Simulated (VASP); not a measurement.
# TePd: vibrations by perturbation theory with PBEsol

Crystal: TePd.

```
CELL_PARAMETERS angstrom
4.19651 0.00000 0.00000
-2.09826 3.63429 0.00000
0.00000 0.00000 5.67578
ATOMIC_POSITIONS crystal
Te 0.33333 0.66667 0.25000
Te 0.66667 0.33333 0.75000
Pd 0.00000 0.00000 0.00000
Pd 0.00000 0.00000 0.50000
```

```yaml
Program: VASP 6.6.1
Task: vibrations by perturbation theory
Functional: PBEsol
Potentials_or_basis: VASP PAW PBE potentials, release 64 (Te, Pd)
Cutoff: 520 eV
k_mesh: 8 × 8 × 6
Occupations: fermi-dirac, width 0.05 eV
Spin: no spin polarisation
Dipole_correction: no
Further_INCAR_settings: ALGO = Normal; EDIFF = 1e-08; IBRION = 8; NSW = 1
```

```json
{
  "Highest phonon frequency at Γ, LO-TO splitting left out": "169 cm⁻¹"
}
```

Phonon frequencies in cm⁻¹ (negative: imaginary):
```csv
q point,frequencies
"(0.000, 0.000, 0.000)",0 0 0 73 73 97 97 109 122 122 125 169
```

Run time: 5.7 min on 1 thread of Intel(R) Xeon(R) 6975P-C (Granite Rapids) (shared host), peak memory 0.61 GiB.

Caveat: the cell stands under pressure or tension, which shifts response properties.
